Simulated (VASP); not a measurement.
**Ta2B2O: relaxation of cell and atoms with PBE**

Ta2B2O:

```
Ta B O
1.0
    -1.73605    1.73605    4.93528
     1.73605   -1.73605    4.93528
     1.73605    1.73605   -4.93528
Ta B O
2 2 1
Direct
  0.38518 0.38518 0.00000
  0.61482 0.61482 0.00000
  0.75000 0.25000 0.50000
  0.25000 0.75000 0.50000
  0.00000 0.00000 0.00000
```

The cell was built from a structure type or drawn by symmetry, and may not be a known phase.

| Quantity | Value |
| --- | --- |
| Program | VASP 6.6.1 |
| Task | relaxation of cell and atoms |
| Functional | PBE |
| Potentials or basis | VASP PAW PBE potentials, release 64 (Ta_pv, B, O) |
| Cutoff | 600 eV |
| k mesh | 8 × 8 × 8 |
| Occupations | gaussian, width 0.1 eV |
| Spin | no spin polarisation |
| Dipole correction | no |
| Further INCAR settings | ALGO = Normal; EDIFF = 1e-07; IBRION = 2; EDIFFG = -0.04; NSW = 90; ISIF = 3 |

| Property | Result |
| --- | --- |
| Relaxed volume | 10.75 Å³/atom |
| Relaxed cell | a = 6.941 Å, b = 6.941 Å, c = 6.941 Å, α = 156.35°, β = 156.35°, γ = 33.69° |
| Space group after relaxing (to 0.1 Å) | I4/mmm (No. 139) |
| Energy gained by relaxing | 1000.8 meV/atom |
| Ionic steps | 14 |
| Pressure after relaxing | -0.2 GPa |
| Largest force after relaxing | 0.010 eV/Å |
| Band gap on the k mesh | zero (bands 17 and 18 overlap by 1.48 eV) |

Forces on the atoms (eV/Å):
```
Ta   0.000  0.000 -0.010
Ta   0.000  0.000  0.010
B    0.000  0.000  0.000
B    0.000  0.000  0.000
O    0.000  0.000  0.000
```

Stress tensor (GPa, compression positive):
```
-0.13  0.00  0.00
 0.00 -0.13  0.00
 0.00  0.00 -0.29
```

The path:
```tsv
step	energy change (eV)	largest force (eV/Å)	pressure (GPa)	volume (Å³)
1	0.0000	4.3882	14.28	59.50
2	-2.0160	5.0404	-4.98	66.83
3	-2.4931	4.0914	-3.32	64.09
4	-3.9452	1.0014	-17.52	63.13
5	-4.1770	0.6531	-22.15	62.48
6	-4.8176	2.4263	-0.81	53.49
7	-4.8330	2.1320	-4.70	54.58
8	-4.9731	0.0205	3.05	53.27
9	-4.9737	0.1517	2.52	53.34
10	-4.9949	0.0000	-0.23	53.92
11	-4.9977	0.0669	-1.65	54.23
12	-5.0032	0.0764	-0.43	53.88
13	-5.0036	0.0800	0.03	53.75
14	-5.0038	0.0098	-0.18	53.76
```

Final structure:
```
CELL_PARAMETERS angstrom
-1.42238 1.42238 6.64314
1.42238 -1.42238 6.64314
1.42238 1.42238 -6.64314
ATOMIC_POSITIONS crystal
Ta 0.38751 0.38751 0.00000
Ta 0.61249 0.61249 0.00000
B 0.75000 0.25000 0.50000
B 0.25000 0.75000 0.50000
O 0.00000 0.00000 0.00000
```

Levels at points of the mesh, in eV from the Fermi level:
```tsv
k point	band 13	band 14	band 15	band 16	band 17	band 18	band 19	band 20	band 21
(0.00, 0.00, 0.00)	-3.71	-3.63	-3.35	-1.74	-1.74	0.06	0.38	2.92	2.92
(0.50, 0.00, 0.00)	-4.01	-3.04	-1.84	-1.51	0.55	1.15	1.70	2.34	2.74
(0.50, 0.50, 0.00)	-5.43	-4.88	-2.46	-2.20	-1.78	0.44	0.82	3.58	4.89
(0.50, 0.50, 0.50)	-3.69	-3.36	-2.55	-1.59	-1.59	-0.73	2.25	2.85	2.85
```

It took 23 min on 1 thread of AMD EPYC 9R45 96-Core Processor (Zen 5) (shared host), peak memory 0.37 GiB.

Caveat: a cell axis changed by over 15 % at a fixed basis, so the end point is rough; spin-orbit coupling is left out, which moves the levels of the heavy elements.
